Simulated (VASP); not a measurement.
A run of VASP 6.6.1:

File INCAR:

```
SYSTEM = Si2C
PREC = Accurate
ENCUT = 520
EDIFF = 1E-6
ISMEAR = 0
SIGMA = 0.1
LREAL = .False.
LASPH = .True.
NELM = 150
ALGO = Normal
ISIF = 2
LWAVE = .False.
LCHARG = .False.
ISPIN = 2
MAGMOM = 0 0 0 0 1 1
LORBIT = 11
GGA = PE
NBANDS = 25
```

Contents of KPOINTS:

```
regular mesh
0
Gamma
  4 4 6
  0 0 0
```

File POSCAR:

```
Si2C
1.0
    4.9770343724      0.0000000000      0.0000000000
    0.0000000000      4.9770343724      0.0000000000
    0.0000000000      0.0000000000      3.2057128228
Si C
4 2
Direct
    0.3060000000      0.3060000000      0.0000000000
    0.1940000000      0.8060000000      0.5000000000
    0.6940000000      0.6940000000      0.0000000000
    0.8060000000      0.1940000000      0.5000000000
    0.0000000000      0.0000000000      0.0000000000
    0.5000000000      0.5000000000      0.5000000000
```

Potentials or basis: VASP PAW PBE potentials, release 64 (Si, C).

Command:

```console
$ cat potpaw_PBE.64/Si/POTCAR potpaw_PBE.64/C/POTCAR > POTCAR
$ mpirun -np 1 vasp_std > vasp.out
```

Hardware: 1 thread of AMD EPYC 9R45 96-Core Processor (Zen 5), with other jobs on the host.

Estimate the wall time of this run.

It took 46 s on 1 thread of AMD EPYC 9R45 96-Core Processor (Zen 5) (shared host), peak memory 0.22 GiB. Counts: scf iterations 14, k points 24.
